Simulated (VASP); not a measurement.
# Sn (Fd-3m) in VASP: a series of runs, part 2 of 2

VASP 6.6.1. The steps go on from the part before.

## (3) Single point, r2SCAN

This run uses another cell than the first one, of 32.00 Å³/atom, 1.029 times its volume.

The input, POSCAR:

```
Sn
1.0
    0.0000000000      3.1748051060      3.1748051060
    3.1748051060      0.0000000000      3.1748051060
    3.1748051060      3.1748051060      0.0000000000
Sn
2
Direct
    0.0000000000      0.0000000000      0.0000000000
    0.2500000000      0.2500000000      0.2500000000
```

The input, INCAR.step1:

```
PREC = Accurate
ENCUT = 520
ISMEAR = -1
SIGMA = 0.15
LREAL = F
LASPH = T
NELM = 100
NBANDS = 21
GGA = PE
ALGO = Normal
EDIFF = 1E-4
LWAVE = T
LCHARG = F
```

The input, INCAR.step2:

```
PREC = Accurate
ENCUT = 520
EDIFF = 1E-7
ISMEAR = -1
SIGMA = 0.15
LREAL = F
LASPH = T
NELM = 100
ALGO = Normal
ISIF = 2
LWAVE = F
LCHARG = T
METAGGA = R2SCAN
LMIXTAU = T
LELF = T
LVHAR = T
NBANDS = 21
ISTART = 1
```

The input, KPOINTS:

```
regular mesh
0
Gamma
  6 6 6
```

Potentials or basis: VASP PAW PBE potentials, release 64 (Sn_d).

Launch:

```
cat potpaw_PBE.64/Sn_d/POTCAR > POTCAR
cp INCAR.step1 INCAR
mpirun -np 1 vasp_std > vasp.out
cp INCAR.step2 INCAR
mpirun -np 1 vasp_std > vasp.out
```

OUTCAR:

```text
PREC = Accurate
   ENCUT = 520
   EDIFF = 1E-7
   ISMEAR = -1
   LREAL = F
   LASPH = T
   NELM = 100
   ISIF = 2
   METAGGA = R2SCAN
   ISTART = 1

 ion  position               nearest neighbor table
   1  0.000  0.000  0.000-   2 2.75   2 2.75   2 2.75   2 2.75
   2  0.250  0.250  0.250-   1 2.75   1 2.75   1 2.75   1 2.75

  LATTYP: Found a face centered cubic cell.
 ALAT       =     6.3496102120

  Lattice vectors:

 A1 = (   0.0000000000,   3.1748051060,   3.1748051060)
 A2 = (   3.1748051060,   0.0000000000,   3.1748051060)
 A3 = (   3.1748051060,   3.1748051060,   0.0000000000)

Analysis of symmetry for initial positions (statically):
=====================================================================
 Subroutine PRICEL returns:
 Original cell was already a primitive cell.

 Routine SETGRP: Setting up the symmetry group for a
 face centered cubic supercell.

 Subroutine GETGRP returns: Found 48 space group operations
 (whereof 24 operations were pure point group operations)
 out of a pool of 48 trial point group operations.

The static configuration has the point symmetry T_d .
 The point group associated with its full space group is O_h .

Analysis of symmetry for dynamics (positions and initial velocities):
=====================================================================
 Subroutine PRICEL returns:
 Original cell was already a primitive cell.

 Routine SETGRP: Setting up the symmetry group for a
 face centered cubic supercell.

 Subroutine GETGRP returns: Found 48 space group operations
 (whereof 24 operations were pure point group operations)
 out of a pool of 48 trial point group operations.

The dynamic configuration has the point symmetry T_d .
 The point group associated with its full space group is O_h .

 Subroutine INISYM returns: Found 48 space group operations
 (whereof 24 operations are pure point group operations),
 and found     1 'primitive' translations

----------------------------------------------------------------------------------------

[... 100 lines left out ...]
   IALGO  =     38    algorithm
   IMIX   =      4    mixing-type and parameters
     AMIX     =   0.40;   BMIX     =  1.00
     AMIX_MAG =   1.60;   BMIX_MAG =  1.00
  volume/ion in A,a.u.               =      32.00       215.95
  Fermi-wavevector in a.u.,A,eV,Ry     =   1.242798  2.348547 21.014826  1.544546
  Thomas-Fermi vector in A             =   2.377136
   LORBIT       =      0    0 simple, 1 ext, 2 COOP (PROOUT), +10 PAW based schemes
   METAGGA = R2SCAN    functional components
   LHFCALC =     F    Hartree Fock is set to
   AEXX    =    0.0000 exact exchange contribution
   IVDW    =     0    specifies the selected vdW correction
   LEPSILON=     F    determine dielectric tensor
   LRPA    =     F    only Hartree local field effects (RPA)
 non-spin polarized calculation
  energy-cutoff  :      520.00
  volume of cell :       64.00
 maximum number of plane-waves:      1759
 NGX is ok and might be reduce to    36
   NGX = 17   NGY = 17   NGZ = 17

 number of electron      28.0000003 magnetization

 Free energy of the ion-electron system (eV)
  ---------------------------------------------------
  ext. energy  EPLUGINS =         0.00000000
  ---------------------------------------------------
  free energy    TOTEN  =       -49.35887693 eV

  energy without entropy =      -49.34546221  energy(sigma->0) =      -49.35216957

 E-fermi :   6.3703     XC(G=0):  -9.9052

 val. band max:        6.3194220331   @ k =   0.0000   0.0000   0.0000
 cond. band min:       6.4502204887   @ k =   0.0000   0.0000   0.0000
 fundamental gap:      0.1307984556
 Fermi energy:         6.3702985834

 k-point     1 :       0.0000    0.0000    0.0000
  band No.  band energies     occupation
      1     -16.2415      2.00000
      2     -16.2415      2.00000
      3     -16.2415      2.00000
      4     -16.1650      2.00000
      5     -16.1650      2.00000
      6     -15.7806      2.00000
[... 373 lines left out ...]
     20      16.2610      0.00000
     21      17.4102      0.00000

------------------------ aborting loop because EDIFF is reached ----------------------------------------

  FORCE on cell =-STRESS in cart. coord.  units (eV):
  Direction    XX          YY          ZZ          XY          YZ          ZX
  --------------------------------------------------------------------------------------
  -------------------------------------------------------------------------------------
  Total        2.2234610      2.2234610      2.2234610     -0.0000000      0.0000000     -0.0000000
  in kB       55.6620104     55.6620104     55.6620104     -0.0000000      0.0000000     -0.0000000
  external PRESSURE =      55.6620104 kB  Pullay stress =       0.0000000 kB

 VOLUME and BASIS-vectors are now :
 -----------------------------------------------------------------------------
  energy-cutoff  :      520.00
  volume of cell :       64.00
      direct lattice vectors                 reciprocal lattice vectors
     0.000000000  3.174805106  3.174805106    -0.157489982  0.157489982  0.157489982
     3.174805106  0.000000000  3.174805106     0.157489982 -0.157489982  0.157489982
     3.174805106  3.174805106  0.000000000     0.157489982  0.157489982 -0.157489982

 POSITION                                       TOTAL-FORCE (eV/Angst)
 -----------------------------------------------------------------------------------
      0.00000      0.00000      0.00000        -0.000000     -0.000000     -0.000000
      1.58740      1.58740      1.58740         0.000000      0.000000      0.000000
 -----------------------------------------------------------------------------------
    total drift:                                0.000000      0.000000     -0.000000

  FREE ENERGIE OF THE ION-ELECTRON SYSTEM (eV)
  ---------------------------------------------------
  free  energy   TOTEN  =       -49.3588769303 eV

  energy  without entropy=      -49.3454622107  energy(sigma->0) =      -49.35216957
```

OUTCAR.step1:

```text
PREC = Accurate
   ENCUT = 520
   ISMEAR = -1
   LREAL = F
   LASPH = T
   NELM = 100
[... 594 lines left out ...]
 -----------------------------------------------------------------------------------
      0.00000      0.00000      0.00000        -0.000000     -0.000000     -0.000000
      1.58740      1.58740      1.58740         0.000000      0.000000      0.000000
 -----------------------------------------------------------------------------------
    total drift:                                0.000000      0.000000      0.000000

  FREE ENERGIE OF THE ION-ELECTRON SYSTEM (eV)
  ---------------------------------------------------
  free  energy   TOTEN  =        -7.4783707221 eV

  energy  without entropy=       -7.4580923724  energy(sigma->0) =       -7.46823155
```

Wall time 2.1 min (1 thread of AMD EPYC 7R43 (Zen 3), shared host); peak memory 0.18 GiB.

What came out:

| Property | Result |
| --- | --- |
| Free energy | -49.3589 eV |
| Pressure | 5.6 GPa |
| Band gap on the k mesh | 0.13 eV, direct |

Caveat: the PAW data sets were made with another functional, which shifts forces and pressure a little; spin-orbit coupling is left out, which moves the levels of the heavy elements. A k mesh can miss the band edges.

## (4) Single point, r2SCAN

This run uses another cell than the first one, of 32.90 Å³/atom, 1.058 times its volume.

The input, POSCAR:

```
Sn
1.0
    0.0000000000      3.2043398728      3.2043398728
    3.2043398728      0.0000000000      3.2043398728
    3.2043398728      3.2043398728      0.0000000000
Sn
2
Direct
    0.0000000000      0.0000000000      0.0000000000
    0.2500000000      0.2500000000      0.2500000000
```

The input, INCAR.step1:

```
SYSTEM = Sn
PREC     = Accurate       ! precision mode
ENCUT    = 520            ! plane-wave cutoff, eV
ISMEAR   = -1             ! smearing method
SIGMA    = 0.15           ! smearing width, eV
LREAL    = .False.        ! projectors in reciprocal space
LASPH    = .True.         ! aspherical terms in the spheres
NELM     = 80             ! most SCF steps
NBANDS   = 21             ! bands
GGA      = PE             ! functional
ALGO     = Normal         ! electronic algorithm
EDIFF    = 1E-4           ! SCF threshold, eV
LWAVE    = .True.         ! write WAVECAR
LCHARG   = .False.        ! write CHGCAR
```

The input, INCAR.step2:

```
SYSTEM = Sn
PREC     = Accurate       ! precision mode
ENCUT    = 520            ! plane-wave cutoff, eV
EDIFF    = 1E-6           ! SCF threshold, eV
ISMEAR   = -1             ! smearing method
SIGMA    = 0.15           ! smearing width, eV
LREAL    = .False.        ! projectors in reciprocal space
LASPH    = .True.         ! aspherical terms in the spheres
NELM     = 80             ! most SCF steps
ALGO     = Normal         ! electronic algorithm
ISIF     = 2              ! what is computed and relaxed
LWAVE    = .False.        ! write WAVECAR
LCHARG   = .True.         ! write CHGCAR
METAGGA  = R2SCAN         ! meta-GGA
LMIXTAU  = .True.       
LELF     = .True.         ! ELF
LVHAR    = .True.       
NBANDS   = 21             ! bands
ISTART   = 1
```

The input, KPOINTS:

```
Automatic mesh
0
Gamma
  6 6 6
  0 0 0
```

Launch:

```
cat potpaw_PBE.64/Sn_d/POTCAR > POTCAR
cp INCAR.step1 INCAR
mpirun -np 1 vasp_std > vasp.out
cp INCAR.step2 INCAR
mpirun -np 1 vasp_std > vasp.out
```

Run time: 100 s. Hardware: 1 thread of AMD EPYC 7R43 (Zen 3), shared host; peak memory 0.17 GiB.

It converged, with:

| Quantity | Value |
| --- | --- |
| Free energy | -49.4123 eV |
| Pressure | 3.8 GPa |
| Band gap on the k mesh | zero (filled and empty bands touch) |

Levels at points of the mesh, in eV from the Fermi level:
```tsv
k point	band 11	band 12	band 13	band 14	band 15	band 16	band 17	band 18
(0.00, 0.00, 0.00)	-11.42	-0.09	-0.01	-0.01	-0.01	2.20	2.20	2.20
(0.50, 0.00, 0.00)	-9.62	-6.77	-1.35	-1.35	0.21	3.36	3.36	5.91
(0.50, 0.50, 0.00)	-8.01	-8.01	-2.83	-2.83	0.86	0.86	8.40	8.40
```

Caveat: the PAW data sets were made with another functional, which shifts forces and pressure a little; spin-orbit coupling is left out, which moves the levels of the heavy elements.

## (5) The runs side by side

```tsv
cell	gap on the mesh (eV)	pressure (GPa)
a = 4.447 Å, angles 60.0°, 2 atoms	0.35	7.6
a = 4.490 Å, angles 60.0°, 2 atoms	0.13	5.6
a = 4.532 Å, angles 60.0°, 2 atoms	none	3.8
```

Alike in all rows: task single point; level r2SCAN; potentials or basis VASP PAW PBE potentials, release 64 (Sn_d); no spin polarisation; k mesh 6 × 6 × 6; cutoff (eV) 520; smearing fermi-dirac 0.15 eV.

Caveats: the PAW data sets were made with another functional, which shifts forces and pressure a little; spin-orbit coupling is left out, which moves the levels of the heavy elements.

Total energies depend on the potentials used, so only differences within one code and one set of settings carry meaning.
